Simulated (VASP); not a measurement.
# TaTc: single point with LDA

Crystal: TaTc.

```
Ta Tc
1.0
     3.12287    0.00000    0.00000
     0.00000    3.12287    0.00000
     0.00000    0.00000    3.12287
Ta Tc
1 1
Direct
  0.00000 0.00000 0.00000
  0.50000 0.50000 0.50000
```

```
Program             : VASP 6.6.1
Task                : single point
Functional          : LDA
Potentials or basis : VASP PAW LDA potentials, release 64 (Ta_pv, Tc_pv)
Cutoff              : 520 eV
k mesh              : 7 × 7 × 7
Occupations         : gaussian, width 0.05 eV
Spin                : no spin polarisation
```

| Property | Result |
| --- | --- |
| Pressure | 3.5 GPa |
| Band gap on the k mesh | zero (band 12 reaches 10.44 eV, above the bottom of band 13 at 9.71 eV) |

Levels at points of the mesh, in eV from the Fermi level:
| k point | band 8 | band 9 | band 10 | band 11 | band 12 | band 13 | band 14 | band 15 | band 16 | band 17 |
| --- | --- | --- | --- | --- | --- | --- | --- | --- | --- | --- |
| (0.00, 0.00, 0.00) | -5.65 | -5.65 | -1.34 | -1.34 | -1.34 | 2.16 | 2.16 | 5.37 | 5.37 | 5.37 |

Run time: 11 s on 1 thread of Intel Xeon 8259CL (shared host), peak memory 0.13 GiB.

Caveat: spin-orbit coupling is left out, which moves the levels of the heavy elements.
